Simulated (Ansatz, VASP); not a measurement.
## Two plane-wave programs on C

The input POSCAR:

```
C
1.0
    0.0000000000      2.0982532328      3.3027512099
    1.2114033709      0.0000000000      3.3027512099
    1.2114033709      2.0982532328      0.0000000000
C
2
Direct
    0.1666700000      0.8333300000      0.1666700000
    0.8333300000      0.1666700000      0.8333300000
```

INCAR.step1

```
PREC = Accurate
ENCUT = 520
ISMEAR = -1
SIGMA = 0.05
LREAL = False
LASPH = True
NELM = 100
NBANDS = 11
GGA = PE
ALGO = Normal
EDIFF = 1E-4
LWAVE = True
LCHARG = False
```

The input INCAR.step2:

```
PREC = Accurate
ENCUT = 520
EDIFF = 1E-8
ISMEAR = -1
SIGMA = 0.05
LREAL = False
LASPH = True
NELM = 100
ALGO = Normal
ISIF = 2
LWAVE = False
LCHARG = False
METAGGA = R2SCAN
LMIXTAU = True
LEFG = True
NBANDS = 11
ISTART = 1
```

KPOINTS

```
regular mesh
0
Gamma
  18 18 18
```

Input for Ansatz:

```yaml
crystal:
  lattice:
    - [0.0, 2.0982532328, 3.3027512099]
    - [1.2114033709, 0.0, 3.3027512099]
    - [1.2114033709, 2.0982532328, 0.0]
  atoms:
    - { symbol: C, position: [0.16667, 0.83333, 0.16667] }
    - { symbol: C, position: [0.83333, 0.16667, 0.83333] }
kpoints:
  mp_grid: { grid: [18, 18, 18] }
scf:
  occupations: { method: fermi_dirac, width: 0.05 }
hamiltonian:
  xc: r2scan
  pseudopotentials: { kind: paw }
output:
  forces: true
  stress: true
  eigenvalues: true
  efg: { contact_densities: true }
```

Change from the starting cell: functional r2scan, volume scaled by 0.96, PAW files.

Alike in both runs: task electric field gradients; functional r2SCAN; k mesh 18 × 18 × 18; occupations fermi-dirac, width 0.05 eV; no spin polarisation.

```csv
,VASP,Ansatz
version,VASP 6.6.1,Ansatz 0.2.0
potentials or method,"VASP PAW PBE potentials, release 64 (C)","PAW with Ansatz's default frozen-core files, scalar-relativistic"
plane-wave cutoff (eV),520,500
valence electrons in the cell,8,8
```

|  | VASP | Ansatz | Ansatz less VASP |
| --- | --- | --- | --- |
| pressure (GPa) | 13.9 | 13.1 | -0.72 |
| traceless stress, the component that is largest in VASP (GPa) | -11.41 | -10.57 | +0.838 |
| size of Vzz on the site where it differs most (V/Å²) | 34.5 | 26.6 | -7.88 |

VASP's potentials were made for PBE, not for r2SCAN. The functional is the same, so the differences come from potentials, cutoffs and numerics.
